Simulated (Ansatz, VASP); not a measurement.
# Sn in VASP and in Ansatz

```xyz
1
Lattice="-1.8946 1.8946 1.8946 1.8946 -1.8946 1.8946 1.8946 1.8946 -1.8946" Properties=species:S:1:pos:R:3 pbc="T T T"
Sn    0.0000    0.0000    0.0000
```

Alike in both runs: task single point; functional r2SCAN; k mesh 13 × 13 × 13; no spin polarisation.

|  | VASP | Ansatz |
| --- | --- | --- |
| version | VASP 6.6.1 | Ansatz 0.2.0 |
| potentials or method | VASP PAW PBE potentials, release 64 (Sn_d), cutoff 520 eV | plane waves, PAW |
| occupations | fermi-dirac, width 0.1 eV | fermi-dirac |
| valence electrons in the cell | 14 | 14 |

|  | VASP | Ansatz | Ansatz less VASP |
| --- | --- | --- | --- |
| pressure (GPa) | -0.4 | -0.4 | -0.01 |

VASP's potentials were made for PBE, not for r2SCAN.
